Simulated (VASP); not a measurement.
# C in VASP: further runs

C is run at these levels: PBE+D3(BJ); tasks: relaxation of the atoms, single point.

Program: VASP 6.6.1. These are calculated values, not measurements. Logs are shortened: lines on timing, memory, paths and dates and some standing lists are left out, and cuts for length are marked.

## Step 1: The cell of the first run

The cell holds a slab with vacuum, 4 atoms: a = 2.466 Å, b = 2.466 Å, c = 17.500 Å, α = 90.00°, β = 90.00°, γ = 120.00°.

## Step 2: Relaxation of the atoms, PBE+D3(BJ)

INCAR

```
SYSTEM = C
ALGO = Normal
DIPOL = 0.5 0.5 0.352
EDIFF = 1E-7
EDIFFG = -0.003
ENCUT = 520
GGA = PE
GGA_COMPAT = .FALSE.
IBRION = 2
IDIPOL = 3
ISIF = 2
ISMEAR = 0
IVDW = 12
LASPH = .TRUE.
LCHARG = .FALSE.
LDIPOL = .TRUE.
LREAL = .FALSE.
LWAVE = .FALSE.
NELM = 120
NELMDL = -8
NELMIN = 4
NSW = 40
PREC = Accurate
SIGMA = 0.1
```

KPOINTS

```
k-points
0
G
  15 15 1
  0 0 0
```

POSCAR

```
C
1.0
    2.4656677093      0.0000000000      0.0000000000
   -1.2328338546      2.1353308736      0.0000000000
    0.0000000000      0.0000000000     17.5000661151
C
4
Selective dynamics
Direct
    0.6666666667      0.3333333333      0.2571437747  F F T
    0.3333333333      0.6666666667      0.2571418857  F F F
    0.6666666667      0.3333333333      0.4464592341  F F T
    1.0000000000      0.0000000000      0.4464573451  F F T
```

Potentials or basis: VASP PAW PBE potentials, release 64 (C).

Command:

```bash
> cat potpaw_PBE.64/C/POTCAR > POTCAR
> mpirun -np 1 vasp_std > vasp.out
```

OUTCAR:

```text
SYSTEM = C
   EDIFF = 1E-7
   EDIFFG = -0.003
   ENCUT = 520
   GGA = PE
   IBRION = 2
   ISIF = 2
   ISMEAR = 0
   IVDW = 12
   LASPH = .TRUE.
   LREAL = .FALSE.
   NELM = 120
   NELMDL = -8
   NELMIN = 4
   NSW = 40
   PREC = Accurate
 IVDW          = 12

 ion  position               nearest neighbor table
   1  0.667  0.333  0.257-   2 1.42   2 1.42   2 1.42
   2  0.333  0.667  0.257-   1 1.42   1 1.42   1 1.42
   3  0.667  0.333  0.446-   4 1.42   4 1.42   4 1.42
   4  0.000  0.000  0.446-   3 1.42   3 1.42   3 1.42

  LATTYP: Found a hexagonal cell.
 ALAT       =     2.4656677093
 C/A-ratio  =     7.0974957611

  Lattice vectors:

 A1 = (   2.4656677093,   0.0000000000,   0.0000000000)
 A2 = (  -1.2328338546,   2.1353308736,   0.0000000000)
 A3 = (   0.0000000000,   0.0000000000,  17.5000661151)

Analysis of symmetry for initial positions (statically):
=====================================================================
 Subroutine PRICEL returns:
 Original cell was already a primitive cell.

 Routine SETGRP: Setting up the symmetry group for a
 hexagonal supercell.

 Subroutine GETGRP returns: Found 12 space group operations
 (whereof  6 operations were pure point group operations)
 out of a pool of 24 trial point group operations.

The static configuration has the point symmetry C_3v.
 The point group associated with its full space group is D_3d.

Analysis of symmetry for dynamics (positions and initial velocities):
=====================================================================
 Subroutine PRICEL returns:
 Original cell was already a primitive cell.

 Routine SETGRP: Setting up the symmetry group for a
 hexagonal supercell.

 Subroutine GETGRP returns: Found 12 space group operations
 (whereof  6 operations were pure point group operations)
 out of a pool of 24 trial point group operations.

The dynamic configuration has the point symmetry C_3v.
 The point group associated with its full space group is D_3d.

Analysis of constrained symmetry for selective dynamics:
=====================================================================
 Subroutine PRICEL returns:
 Original cell was already a primitive cell.

 Routine SETGRP: Setting up the symmetry group for a
 hexagonal supercell.

 Subroutine GETGRP returns: Found  6 space group operations
 (whereof  6 operations were pure point group operations)
 out of a pool of 24 trial point group operations.

The constrained configuration has the point symmetry C_3v.

 Subroutine INISYM returns: Found  6 space group operations
 (whereof  6 operations are pure point group operations),
 and found     1 'primitive' translations

----------------------------------------------------------------------------------------

                                     Primitive cell

  volume of cell :      92.1381

  direct lattice vectors                    reciprocal lattice vectors
     2.465667709  0.000000000  0.000000000     0.405569654  0.234155749  0.000000000
    -1.232833855  2.135330874  0.000000000     0.000000000  0.468311498  0.000000000
     0.000000000  0.000000000 17.500066115     0.000000000  0.000000000  0.057142641

  length of vectors
     2.465667709  2.465667709 17.500066115     0.468311498  0.468311498  0.057142641

  position of ions in fractional coordinates (direct lattice)
     0.666666667  0.333333333  0.257143775
     0.333333333  0.666666667  0.257141886
     0.666666667  0.333333333  0.446459234
     0.000000000  0.000000000  0.446457345

  ion indices of the primitive-cell ions
   primitive index   ion index
                 1           1
                 2           2
                 3           3
                 4           4

----------------------------------------------------------------------------------------

 KPOINTS: k-points

Automatic generation of k-mesh.
 Grid dimensions read from file:
 generate k-points for:   15   15    1

 Generating k-lattice:

  Cartesian coordinates                     Fractional coordinates (reciprocal lattice)
     0.027037977  0.015610383  0.000000000     0.066666667  0.000000000  0.000000000
     0.000000000  0.031220767  0.000000000     0.000000000  0.066666667  0.000000000
     0.000000000  0.000000000  0.057142641     0.000000000  0.000000000  1.000000000

  Length of vectors
     0.031220767  0.031220767  0.057142641

  Shift w.r.t. Gamma in fractional coordinates (k-lattice)
     0.000000000  0.000000000  0.000000000

 Subroutine IBZKPT returns following result:
 ===========================================

 Found     27 irreducible k-points:

 Following reciprocal coordinates:
            Coordinates               Weight
  0.000000  0.000000  0.000000      1.000000
  0.066667  0.000000  0.000000      6.000000
  0.133333  0.000000  0.000000      6.000000
  0.200000  0.000000  0.000000      6.000000
  0.266667  0.000000  0.000000      6.000000
  0.333333 -0.000000  0.000000      6.000000
[... 16 lines left out ...]
  0.333333  0.200000  0.000000     12.000000
  0.400000  0.200000  0.000000      6.000000
 [... further k-points ...]
   k-points           NKPTS =     27   k-points in BZ     NKDIM =     27   number of bands    NBANDS=     12
   number of dos      NEDOS =    301   number of ions     NIONS =      4
   total plane-waves  NPLWV =  45360
   dimension x,y,z NGX =    18 NGY =   18 NGZ =  140
   dimension x,y,z NGXF=    36 NGYF=   36 NGZF=  280
   ions per type =               4
   NGX,Y,Z   is equivalent  to a cutoff of  12.14, 12.14, 13.30 a.u.
   NGXF,Y,Z  is equivalent  to a cutoff of  24.27, 24.27, 26.60 a.u.
 SYSTEM =  C
   PREC   = accura    normal or accurate (medium, high low for compatibility)
   ISTART =      0    job   : 0-new  1-cont  2-samecut
   ICHARG =      2    charge: 1-file 2-atom 10-const
   ISPIN  =      1    spin polarized calculation?
   LNONCOLLINEAR =      F non collinear calculations
   LSORBIT =      F    spin-orbit coupling
   LASPH  =      T    aspherical Exc in radial PAW
   ENCUT  =  520.0 eV  38.22 Ry    6.18 a.u.   4.58  4.58 32.54*2*pi/ulx,y,z
   NELM   =    120;   NELMIN=  4; NELMDL= -8     # of ELM steps
   EDIFF  = 0.1E-06   stopping-criterion for ELM
   LREAL  =      F    real-space projection
   EDIFFG = -.3E-02   stopping-criterion for IOM
   NSW    =     40    number of steps for IOM
   IBRION =      2    ionic relax: 0-MD 1-quasi-New 2-CG
   NFREE  =      1    steps in history (QN), initial steepest desc. (CG)
   ISIF   =      2    stress and relaxation
   ISYM   =      2    0-nonsym 1-usesym 2-fastsym
   POTIM  = 0.5000    time-step for ionic-motion
   TEBEG  =    0.0;   TEEND  =   0.0 temperature during run
   PSTRESS=    0.0 pullay stress
   NELECT =      16.0000    total number of electrons
   NUPDOWN=      -1.0000    fix difference up-down
   EMIN   =  10.00;   EMAX   =-10.00  energy-range for DOS
   EFERMI =   0.00;   METHOD = LEGACY
   ISMEAR =     0;   SIGMA  =   0.10  broadening in eV -4-tet -1-fermi 0-gaus
   EFERMI_NEDOS =   21; number of points for ismear=-14 and -15
   IALGO  =     38    algorithm
   IMIX   =      4    mixing-type and parameters
     AMIX     =   0.40;   BMIX     =  1.00
     AMIX_MAG =   1.60;   BMIX_MAG =  1.00
  volume/ion in A,a.u.               =      23.03       155.44
  Fermi-wavevector in a.u.,A,eV,Ry     =   0.913345  1.725972 11.349976  0.834200
  Thomas-Fermi vector in A             =   2.037846
   LORBIT       =      0    0 simple, 1 ext, 2 COOP (PROOUT), +10 PAW based schemes
   GGA     = PE    functional components
   LHFCALC =     F    Hartree Fock is set to
   AEXX    =    0.0000 exact exchange contribution
   IVDW    =    12    specifies the selected vdW correction
   LEPSILON=     F    determine dielectric tensor
   LRPA    =     F    only Hartree local field effects (RPA)
 conjugate gradient relaxation of ions
 non-spin polarized calculation
 Gauss-broadening in eV      SIGMA  =   0.10
  energy-cutoff  :      520.00
  volume of cell :       92.14
 maximum number of plane-waves:      2521
   NGX =  9   NGY =  9   NGZ = 65

--------------------------------------- Ionic step        1  -------------------------------------------

 number of electron      15.9999998 magnetization

 Free energy of the ion-electron system (eV)
  ---------------------------------------------------
  ext. energy  EPLUGINS =         0.00000000
  ---------------------------------------------------
  free energy    TOTEN  =       -36.86755247 eV

  energy without entropy =      -36.86654946  energy(sigma->0) =      -36.86705097

------------------------ aborting loop because EDIFF is reached ----------------------------------------

 Edisp (eV)   -0.48372

 E8    (eV) :    -0.1448
[... 111 lines left out ...]
  FREE ENERGIE OF THE ION-ELECTRON SYSTEM (eV)
  ---------------------------------------------------
  free  energy   TOTEN  =       -37.3512956369 eV

  energy  without entropy=      -37.3502926319  energy(sigma->0) =      -37.35079413

[... ionic steps 4 to 15 ...]

--------------------------------------- Ionic step       16  -------------------------------------------

 number of electron      15.9999996 magnetization

 dipolmoment           0.000000      0.000000     -0.000007 electrons x Angstroem

------------------------ aborting loop because EDIFF is reached ----------------------------------------

 Edisp (eV)   -0.47581

 E8    (eV) :    -0.1421
[... 75 lines left out ...]
--------------------------------------- Ionic step       18  -------------------------------------------

 number of electron      15.9999996 magnetization

 dipolmoment           0.000000      0.000000      0.000019 electrons x Angstroem

 Free energy of the ion-electron system (eV)
  ---------------------------------------------------
  ext. energy  EPLUGINS =         0.00000000
  ---------------------------------------------------
  free energy    TOTEN  =       -36.87672346 eV

  energy without entropy =      -36.87572040  energy(sigma->0) =      -36.87622193

 E-fermi :  -0.8379     XC(G=0):  -4.4447

 val. band max:       -0.8379541873   @ k =   0.3333   0.3333   0.0000
 cond. band min:      -0.8379205391   @ k =   0.3333   0.3333   0.0000
 fundamental gap:      0.0000336482
 Fermi energy:        -0.8379369254

 k-point     1 :       0.0000    0.0000    0.0000
  band No.  band energies     occupation
      1     -20.4178      2.00000
      2     -20.2803      2.00000
      3      -8.8943      2.00000
      4      -7.9762      2.00000
      5      -3.8694      2.00000
      6      -3.8694      2.00000
      7      -3.8612      2.00000
      8      -3.8612      2.00000
      9       2.5676      0.00000
     10       3.0224      0.00000
     11       3.9412      0.00000
     12       5.6935      0.00000
[... 331 lines left out ...]
 k-point    24 :       0.4000    0.2000    0.0000
  band No.  band energies     occupation
      1     -14.5229      2.00000
      2     -14.4747      2.00000
      3     -13.5223      2.00000
      4     -13.4914      2.00000
      5      -9.6915      2.00000
      6      -9.6450      2.00000
      7      -2.5157      2.00000
      8      -2.1895      2.00000
      9       0.4461      0.00000
     10       0.5301      0.00000
     11       9.7765      0.00000
     12      10.0728      0.00000

 [... further k-points ...]

------------------------ aborting loop because EDIFF is reached ----------------------------------------

 vacuum level on the upper side and lower side of the slab       (xc-potential included)        -0.052        -0.039

 Edisp (eV)   -0.47572

 E8    (eV) :    -0.1421

  FORCE on cell =-STRESS in cart. coord.  units (eV):
  Direction    XX          YY          ZZ          XY          YZ          ZX
  --------------------------------------------------------------------------------------
  -------------------------------------------------------------------------------------
  Total       0.12050     0.12050    -0.02342     0.00000     0.00000    -0.00000
  in kB       2.09533     2.09533    -0.40721     0.00000     0.00000    -0.00000
  external pressure =        1.26 kB  Pullay stress =        0.00 kB
[... 19 lines left out ...]
  FREE ENERGIE OF THE ION-ELECTRON SYSTEM (eV)
  ---------------------------------------------------
  free  energy   TOTEN  =       -37.3524465800 eV

  energy  without entropy=      -37.3514435208  energy(sigma->0) =      -37.35194505

 reached required accuracy - stopping structural energy minimisation

 vacuum level on the upper side and lower side of the slab         3.378         3.395
```

It took 2.8 min on 1 thread of AMD EPYC 9R45 (Zen 5), shared host; peak memory 0.18 GiB.

Results:

* Free energy: -37.3524 eV
* Energy gained by relaxing: 0.3 meV/atom
* Ionic steps: 18
* Band gap on the k mesh: zero (filled and empty bands touch)
* Dispersion energy per atom: -0.119 eV

Step by step:
```tsv
step	energy change (eV)	largest force on free atoms (eV/Å)	pressure (GPa)
1	0.0000	0.0271	0.17
2	0.0000	0.0221	0.17
3	0.0000	0.0324	0.17
4	0.0000	0.0319	0.17
5	-0.0001	0.0302	0.17
6	-0.0002	0.0268	0.17
7	-0.0003	0.0284	0.16
8	-0.0006	0.0576	0.15
9	-0.0006	0.1158	0.14
10	-0.0007	0.0948	0.14
11	-0.0007	0.0924	0.14
12	-0.0008	0.0848	0.14
13	-0.0009	0.0697	0.14
14	-0.0011	0.0396	0.13
15	-0.0011	0.0210	0.12
16	-0.0012	0.0138	0.13
17	-0.0012	0.0034	0.13
18	-0.0012	0.0027	0.13
```

Final structure:
```cif
data_structure
_symmetry_space_group_name_H-M 'P 1'
_symmetry_Int_Tables_number 1
_cell_length_a 2.4657
_cell_length_b 2.4657
_cell_length_c 17.5001
_cell_angle_alpha 90.000
_cell_angle_beta 90.000
_cell_angle_gamma 120.000
_cell_volume 92.14
loop_
_atom_site_label
_atom_site_type_symbol
_atom_site_fract_x
_atom_site_fract_y
_atom_site_fract_z
_atom_site_occupancy
C1 C 0.66667 0.33333 0.25718 1
C2 C 0.33333 0.66667 0.25714 1
C3 C 0.66667 0.33333 0.45111 1
C4 C 0.00000 0.00000 0.45114 1
```

## Step 3: Single point, PBE+D3(BJ)

INCAR

```
PREC     = Accurate       # precision mode
ENCUT    = 520            # plane-wave cutoff, eV
EDIFF    = 1E-6           # SCF threshold, eV
ISMEAR   = 0              # smearing method
SIGMA    = 0.1            # smearing width, eV
LREAL    = F              # projectors in reciprocal space
LASPH    = T              # aspherical terms in the spheres
NELM     = 60             # most SCF steps
ALGO     = Normal         # electronic algorithm
ISIF     = 2              # what is computed and relaxed
LWAVE    = F              # write WAVECAR
LCHARG   = F              # write CHGCAR
LDIPOL   = T            
IDIPOL   = 3            
DIPOL    = 0.5 0.5 0.354
GGA      = PE             # functional
IVDW     = 12             # dispersion correction
NBANDS   = 16             # bands
```

KPOINTS

```
Automatic mesh
0
Gamma
  15 15 1
```

POSCAR

```
C
1.0
    2.4656677093      0.0000000000      0.0000000000
   -1.2328338546      2.1353308736      0.0000000000
    0.0000000000      0.0000000000     17.5000661151
C
4
Direct
    0.6666666667      0.3333333333      0.2571681122
    0.3333333333      0.6666666667      0.2571418857
    0.6666666667      0.3333333333      0.4510939157
    1.0000000000      0.0000000000      0.4511273496
```

Potentials or basis: VASP PAW PBE potentials, release 64 (C).

Command:

```bash
> cat potpaw_PBE.64/C/POTCAR > POTCAR
> mpirun -np 1 vasp_std > vasp.out
```

Run time: 30 s. Hardware: 1 thread of Intel Xeon 6975P-C (Granite Rapids), shared host; peak memory 0.2 GiB.

The run converged. Its results:

```
Free energy                : -37.3525 eV
Dispersion energy per atom : -0.119 eV
```

Levels at points of the mesh, in eV from the Fermi level:
```csv
k point,band 6,band 7,band 8,band 9,band 10,band 11
"(0.00, 0.00, 0.00)",-3.03,-3.02,-3.02,3.41,3.87,4.77
```

## Step 4: Relaxation of the atoms, PBE+D3(BJ)

INCAR

```
ALGO = Normal
DIPOL = 0.5 0.5 0.352
EDIFF = 1E-7
EDIFFG = -0.003
ENCUT = 520
GGA = PE
IBRION = 2
IDIPOL = 3
ISIF = 2
ISMEAR = 0
IVDW = 12
LASPH = True
LCHARG = False
LDIPOL = True
LREAL = False
LWAVE = False
NELM = 80
NSW = 40
PREC = Accurate
SIGMA = 0.1
```

KPOINTS

```
k-points
0
Gamma
  15 15 1
```

POSCAR

```
C
1.0
    2.4656677093      0.0000000000      0.0000000000
   -1.2328338546      2.1353308736      0.0000000000
    0.0000000000      0.0000000000     17.5000661151
C
4
Selective dynamics
Direct
    0.6666666667      0.3333333333      0.2571437747  F F T
    0.3333333333      0.6666666667      0.2571418857  F F F
    0.6666666667      0.3333333333      0.4464592341  F F T
    1.0000000000      0.0000000000      0.4464573451  F F T
```

Command:

```bash
> cat potpaw_PBE.64/C/POTCAR > POTCAR
> mpirun -np 1 vasp_std > vasp.out
```

It took 3.2 min on 1 thread of Intel Xeon 6975P-C (Granite Rapids), shared host; peak memory 0.21 GiB.

Results (log left out):

```
Free energy                : -37.3524 eV
Energy gained by relaxing  : 0.3 meV/atom
Ionic steps                : 18
Band gap on the k mesh     : zero (filled and empty bands touch)
Dispersion energy per atom : -0.119 eV
```

The path:
```tsv
step	energy change (eV)	largest force on free atoms (eV/Å)	pressure (GPa)
1	0.0000	0.0271	0.17
2	0.0000	0.0221	0.17
3	0.0000	0.0323	0.17
4	0.0000	0.0318	0.17
5	-0.0001	0.0301	0.17
6	-0.0002	0.0265	0.17
7	-0.0003	0.0274	0.16
8	-0.0006	0.0557	0.15
9	-0.0007	0.1119	0.14
10	-0.0007	0.0937	0.14
11	-0.0007	0.0913	0.14
12	-0.0008	0.0836	0.14
13	-0.0009	0.0684	0.14
14	-0.0011	0.0381	0.13
15	-0.0011	0.0283	0.12
16	-0.0012	0.0177	0.13
17	-0.0012	0.0050	0.13
18	-0.0012	0.0019	0.13
```

Final structure:
```yaml
crystal:
  lattice:
    - [2.46567, 0.00000, 0.00000]
    - [-1.23283, 2.13533, 0.00000]
    - [0.00000, 0.00000, 17.50007]
  atoms:
    - { symbol: C, position: [0.66667, 0.33333, 0.25718] }
    - { symbol: C, position: [0.33333, 0.66667, 0.25714] }
    - { symbol: C, position: [0.66667, 0.33333, 0.45112] }
    - { symbol: C, position: [0.00000, 0.00000, 0.45116] }
```

Levels at points of the mesh, in eV from the Fermi level:
```csv
k point,band 6,band 7,band 8,band 9,band 10,band 11
"(0.00, 0.00, 0.00)",-3.03,-3.02,-3.02,3.40,3.86,4.77
```
